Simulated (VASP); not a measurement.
# GaN (F-43m) in VASP: single point with HSE06

Aim: the single point of GaN with HSE06.

Program: VASP 6.6.1. These are calculated values, not measurements. Logs are shortened: lines on timing, memory, paths and dates and some standing lists are left out, and cuts for length are marked.

### Step 1. The cell of the first run

Symmetry: F-43m, No. 216, cubic system. Conventional cell: a = 4.507 Å, b = 4.507 Å, c = 4.507 Å, α = 90.00°, β = 90.00°, γ = 90.00°. Within 2.6 Å of Ga (site symmetry -43m) lie 4 N at 1.95 Å. Within 2.6 Å of N (site symmetry -43m) lie 4 Ga at 1.95 Å.

### Step 2. Single point, HSE06, non-collinear spin, zero start, spin-orbit coupling

Contents of POSCAR:

```
GaN
1.0
    0.0000000000      2.2535006075      2.2535006075
    2.2535006075      0.0000000000      2.2535006075
    2.2535006075      2.2535006075      0.0000000000
Ga N
1 1
Direct
    0.0000000000      0.0000000000      0.0000000000
    0.2500000000      0.2500000000      0.2500000000
```

Contents of INCAR.step1:

```
SYSTEM = GaN
PREC = Accurate
ENCUT = 520
EDIFF = 1E-5
ISMEAR = -1
SIGMA = 0.05
LREAL = .False.
LASPH = .True.
NELM = 150
ALGO = Normal
ISIF = 2
LWAVE = .True.
MAGMOM = 0 0 0 0 0 0
LORBIT = 11
LSORBIT = .True.
GGA_COMPAT = .False.
LORBMOM = .True.
NBANDS = 30
GGA = PE
```

Contents of INCAR.step2:

```
SYSTEM = GaN
PREC = Accurate
ENCUT = 520
EDIFF = 1E-7
ISMEAR = -1
SIGMA = 0.05
LREAL = .False.
LASPH = .True.
NELM = 150
ALGO = Normal
ISIF = 2
LWAVE = .False.
LCHARG = .True.
MAGMOM = 0 0 0 0 0 0
LORBIT = 11
LSORBIT = .True.
GGA_COMPAT = .False.
LORBMOM = .True.
GGA = PE
LHFCALC = .True.
HFSCREEN = 0.2079
PRECFOCK = Normal
LVHAR = .True.
NBANDS = 30
ISTART = 1
```

Contents of KPOINTS:

```
Automatic mesh
0
Gamma
  4 4 4
  0 0 0
```

Potentials or basis: VASP PAW PBE potentials, release 64 (Ga_d, N).

Run with:

```console
$ cat potpaw_PBE.64/Ga_d/POTCAR potpaw_PBE.64/N/POTCAR > POTCAR
$ cp INCAR.step1 INCAR
$ mpirun -np 1 vasp_ncl > vasp.out
$ cp INCAR.step2 INCAR
$ mpirun -np 1 vasp_ncl > vasp.out
```

OUTCAR:

```text
SYSTEM = GaN
   PREC = Accurate
   ENCUT = 520
   EDIFF = 1E-7
   ISMEAR = -1
   LREAL = .False.
   LASPH = .True.
   NELM = 150
   ISIF = 2
   LORBIT = 11
   LSORBIT = .True.
   GGA = PE
   LHFCALC = .True.
   HFSCREEN = 0.2079
   PRECFOCK = Normal
   ISTART = 1

 ion  position               nearest neighbor table
   1  0.000  0.000  0.000-   2 1.95   2 1.95   2 1.95   2 1.95
   2  0.250  0.250  0.250-   1 1.95   1 1.95   1 1.95   1 1.95

  LATTYP: Found a face centered cubic cell.
 ALAT       =     4.5070012150

  Lattice vectors:

 A1 = (   0.0000000000,   2.2535006075,   2.2535006075)
 A2 = (   2.2535006075,   0.0000000000,   2.2535006075)
 A3 = (   2.2535006075,   2.2535006075,   0.0000000000)

Analysis of symmetry for initial positions (statically):
=====================================================================
 Subroutine PRICEL returns:
 Original cell was already a primitive cell.

 Routine SETGRP: Setting up the symmetry group for a
 face centered cubic supercell.

 Subroutine GETGRP returns: Found 24 space group operations
 (whereof 24 operations were pure point group operations)
 out of a pool of 48 trial point group operations.

The static configuration has the point symmetry T_d .

Analysis of symmetry for dynamics (positions and initial velocities):
=====================================================================
 Subroutine PRICEL returns:
 Original cell was already a primitive cell.

 Routine SETGRP: Setting up the symmetry group for a
 face centered cubic supercell.

 Subroutine GETGRP returns: Found 24 space group operations
 (whereof 24 operations were pure point group operations)
 out of a pool of 48 trial point group operations.

The dynamic configuration has the point symmetry T_d .

Analysis of structural, dynamic, and magnetic symmetry:
=====================================================================
 Subroutine PRICEL returns:
 Original cell was already a primitive cell.

 Routine SETGRP: Setting up the symmetry group for a
 face centered cubic supercell.

 Subroutine GETGRP returns: Found 24 space group operations
 (whereof 24 operations were pure point group operations)
 out of a pool of 48 trial point group operations.

The overall configuration has the point symmetry T_d .

 Subroutine INISYM returns: Found 24 space group operations
 (whereof 24 operations are pure point group operations),
 and found     1 'primitive' translations

----------------------------------------------------------------------------------------

                                     Primitive cell

  volume of cell :      22.8877

  direct lattice vectors                    reciprocal lattice vectors
     0.000000000  2.253500607  2.253500607    -0.221877020  0.221877020  0.221877020
     2.253500607  0.000000000  2.253500607     0.221877020 -0.221877020  0.221877020
     2.253500607  2.253500607  0.000000000     0.221877020  0.221877020 -0.221877020

  length of vectors
     3.186931122  3.186931122  3.186931122     0.384302272  0.384302272  0.384302272

  position of ions in fractional coordinates (direct lattice)
     0.000000000  0.000000000  0.000000000
     0.250000000  0.250000000  0.250000000

  ion indices of the primitive-cell ions
   primitive index   ion index
                 1           1
                 2           2

----------------------------------------------------------------------------------------

 KPOINTS: Automatic mesh

Automatic generation of k-mesh.
 Grid dimensions read from file:
 generate k-points for:    4    4    4

 Generating k-lattice:

  Cartesian coordinates                     Fractional coordinates (reciprocal lattice)
    -0.055469255  0.055469255  0.055469255     0.250000000  0.000000000  0.000000000
     0.055469255 -0.055469255  0.055469255     0.000000000  0.250000000  0.000000000
     0.055469255  0.055469255 -0.055469255     0.000000000  0.000000000  0.250000000

  Length of vectors
     0.096075568  0.096075568  0.096075568

  Shift w.r.t. Gamma in fractional coordinates (k-lattice)
     0.000000000  0.000000000  0.000000000

 Subroutine IBZKPT returns following result:
 ===========================================

 Found     10 irreducible k-points:

 Following reciprocal coordinates:
            Coordinates               Weight
  0.000000  0.000000  0.000000      1.000000
  0.250000  0.000000  0.000000      4.000000
[... 41 lines left out ...]
   ISMEAR =    -1;   SIGMA  =   0.05  broadening in eV -4-tet -1-fermi 0-gaus
   EFERMI_NEDOS =   21; number of points for ismear=-14 and -15
   IALGO  =     38    algorithm
   IMIX   =      1    mixing-type and parameters
     AMIX     =   0.40;   BMIX     =  1.00
     AMIX_MAG =   1.60;   BMIX_MAG =  1.00
  volume/ion in A,a.u.               =      11.44        77.23
  Fermi-wavevector in a.u.,A,eV,Ry     =   1.511117  2.855596 31.068543  2.283473
  Thomas-Fermi vector in A             =   2.621216
   LORBIT       =     11    0 simple, 1 ext, 2 COOP (PROOUT), +10 PAW based schemes
   GGA     = PE    functional components
   LHFCALC =     T    Hartree Fock is set to
   PRECFOCK=normal    Normal, Fast or Accurate (Low or Medium for compatibility)
   ENCUT4O =  -1.0   cutoff for four orbital integrals eV
   NKREDX  =     1    reduce k-point grid by
   NKREDY  =     1    reduce k-point grid by
   NKREDZ  =     1    reduce k-point grid by
   AEXX    =    0.2500 exact exchange contribution
   HFSCREEN=    0.2079 screening length (either q_TF or 0.3 A-1)
   HFSCREENC=   0.2079 screening length for correlation (either q_TF or 0.3 A-1)
   ENCUTFOCK=  -1.0 apply spherical cutoff to Coloumb kernel
   IVDW    =     0    specifies the selected vdW correction
   LEPSILON=     F    determine dielectric tensor
   LRPA    =     F    only Hartree local field effects (RPA)
  energy-cutoff  :      520.00
  volume of cell :       22.89
 maximum number of plane-waves:      1272
  NGX = 18; NGY = 18; NGZ = 18

 number of electron      18.0000004 magnetization      -0.0000000     -0.0000000     -0.0000000

 number of electron      18.0000004 magnetization       0.0000000      0.0000000      0.0000000

 Free energy of the ion-electron system (eV)
  ---------------------------------------------------
  ext. energy  EPLUGINS =         0.00000000
  ---------------------------------------------------
  free energy    TOTEN  =       -14.69352706 eV

  energy without entropy =      -14.69352706  energy(sigma->0) =      -14.69352706

 E-fermi :   5.5328     XC(G=0):  -9.5551

 val. band max:        4.4866537327   @ k =   0.0000   0.0000   0.0000
 cond. band min:       7.4901553484   @ k =   0.0000   0.0000   0.0000
 fundamental gap:      3.0035016157
 Fermi energy:         5.5327840644

 k-point     1 :       0.0000    0.0000    0.0000
  band No.  band energies     occupation
      1     -12.9483      1.00000
      2     -12.9483      1.00000
      3     -11.3001      1.00000
      4     -11.3001      1.00000
      5     -11.3001      1.00000
      6     -11.3001      1.00000
[... 319 lines left out ...]
     29      25.5530      0.00000
     30      25.5565      0.00000

------------------------ aborting loop because EDIFF is reached ----------------------------------------

  FORCE on cell =-STRESS in cart. coord.  units (eV):
  Direction    XX          YY          ZZ          XY          YZ          ZX
  --------------------------------------------------------------------------------------
  -------------------------------------------------------------------------------------
  Total       -0.1917773     -0.1917773     -0.1917773      0.0000000      0.0000000     -0.0000000
  in kB      -13.4247044    -13.4247044    -13.4247044      0.0000000      0.0000000     -0.0000000
  external PRESSURE =     -13.4247044 kB  Pullay stress =       0.0000000 kB

 VOLUME and BASIS-vectors are now :
 -----------------------------------------------------------------------------
  energy-cutoff  :      520.00
  volume of cell :       22.89
      direct lattice vectors                 reciprocal lattice vectors
     0.000000000  2.253500607  2.253500607    -0.221877020  0.221877020  0.221877020
     2.253500607  0.000000000  2.253500607     0.221877020 -0.221877020  0.221877020
     2.253500607  2.253500607  0.000000000     0.221877020  0.221877020 -0.221877020

 POSITION                                       TOTAL-FORCE (eV/Angst)
 -----------------------------------------------------------------------------------
      0.00000      0.00000      0.00000        -0.000000     -0.000000     -0.000000
      1.12675      1.12675      1.12675         0.000000      0.000000      0.000000
 -----------------------------------------------------------------------------------
    total drift:                                0.000003      0.000001     -0.000000

  FREE ENERGIE OF THE ION-ELECTRON SYSTEM (eV)
  ---------------------------------------------------
  free  energy   TOTEN  =       -14.6935270557 eV

  energy  without entropy=      -14.6935270556  energy(sigma->0) =      -14.69352706

 orbital moment (x)

 # of ion     p       d       tot
 ----------------------------------------
  1        -0.000   0.000  -0.000
  2         0.000   0.000   0.000
 ----------------------------------------
            0.000   0.000   0.000

 orbital moment (y)

 # of ion     p       d       tot
 ----------------------------------------
  1        -0.000   0.000   0.000
  2         0.000   0.000   0.000
 ----------------------------------------
            0.000   0.000   0.000

 orbital moment (z)

 # of ion     p       d       tot
 ----------------------------------------
  1        -0.000   0.000   0.000
  2         0.000   0.000   0.000
 ----------------------------------------
            0.000   0.000   0.000

 Spin-Orbit-Coupling matrix elements

 Ion:    1  E_soc:     -0.0097331
 l=   1
     0.0000000    -0.0008813    -0.0008813
    -0.0008813     0.0000000    -0.0008813
    -0.0008813    -0.0008813     0.0000000
 l=   2
     0.0000000    -0.0001546     0.0000000    -0.0001546    -0.0005863
    -0.0001546     0.0000000    -0.0004397    -0.0001546    -0.0001466
     0.0000000    -0.0004397     0.0000000    -0.0004397     0.0000000
    -0.0001546    -0.0001546    -0.0004397     0.0000000    -0.0001466
    -0.0005863    -0.0001466     0.0000000    -0.0001466     0.0000000
 l=   3
     0.0000000     0.0000000     0.0000000     0.0000000     0.0000000     0.0000000     0.0000000
     0.0000000     0.0000000     0.0000000     0.0000000     0.0000000     0.0000000     0.0000000
     0.0000000     0.0000000     0.0000000     0.0000000     0.0000000     0.0000000     0.0000000
     0.0000000     0.0000000     0.0000000     0.0000000     0.0000000     0.0000000     0.0000000
     0.0000000     0.0000000     0.0000000     0.0000000     0.0000000     0.0000000     0.0000000
     0.0000000     0.0000000     0.0000000     0.0000000     0.0000000     0.0000000     0.0000000
     0.0000000     0.0000000     0.0000000     0.0000000     0.0000000     0.0000000     0.0000000

 Ion:    2  E_soc:     -0.0000910
 l=   1
     0.0000000    -0.0000152    -0.0000152
    -0.0000152     0.0000000    -0.0000152
    -0.0000152    -0.0000152     0.0000000
 l=   2
     0.0000000     0.0000000     0.0000000     0.0000000     0.0000000
     0.0000000     0.0000000     0.0000000     0.0000000     0.0000000
     0.0000000     0.0000000     0.0000000     0.0000000     0.0000000
     0.0000000     0.0000000     0.0000000     0.0000000     0.0000000
     0.0000000     0.0000000     0.0000000     0.0000000     0.0000000
 l=   3
     0.0000000     0.0000000     0.0000000     0.0000000     0.0000000     0.0000000     0.0000000
     0.0000000     0.0000000     0.0000000     0.0000000     0.0000000     0.0000000     0.0000000
     0.0000000     0.0000000     0.0000000     0.0000000     0.0000000     0.0000000     0.0000000
     0.0000000     0.0000000     0.0000000     0.0000000     0.0000000     0.0000000     0.0000000
     0.0000000     0.0000000     0.0000000     0.0000000     0.0000000     0.0000000     0.0000000
     0.0000000     0.0000000     0.0000000     0.0000000     0.0000000     0.0000000     0.0000000
     0.0000000     0.0000000     0.0000000     0.0000000     0.0000000     0.0000000     0.0000000

 total charge

# of ion       s       p       d       tot
------------------------------------------
    1        0.750   0.895  10.200  11.845
    2        1.216   2.547   0.000   3.762
--------------------------------------------------
tot          1.966   3.442  10.200  15.608

 magnetization (x)

# of ion       s       p       d       tot
------------------------------------------
    1        0.000  -0.000   0.000  -0.000
    2        0.000   0.000   0.000   0.000
--------------------------------------------------
tot          0.000   0.000   0.000   0.000

 magnetization (y)

# of ion       s       p       d       tot
------------------------------------------
    1        0.000  -0.000   0.000  -0.000
    2        0.000   0.000   0.000   0.000
--------------------------------------------------
tot          0.000  -0.000   0.000  -0.000

 magnetization (z)

# of ion       s       p       d       tot
------------------------------------------
    1        0.000  -0.000   0.000  -0.000
    2        0.000   0.000   0.000   0.000
--------------------------------------------------
tot          0.000   0.000   0.000   0.000
```

It took 39 min on 1 thread of AMD EPYC 9755, shared host; peak memory 0.28 GiB.

Results:

- Free energy: -14.6935 eV
- Pressure: -1.3 GPa
- Net moment: 0.00 μB per cell
- Valence electrons inside the program's atomic spheres: Ga 11.85; N 3.76

Moments on the atoms (μB; x, y, z):
```
Ga  0.00 0.00 0.00
N   0.00 0.00 0.00
```

Caveat: the k points lie up to 0.60 Å⁻¹ apart; the PAW data sets were made with another functional, which shifts forces and pressure a little.
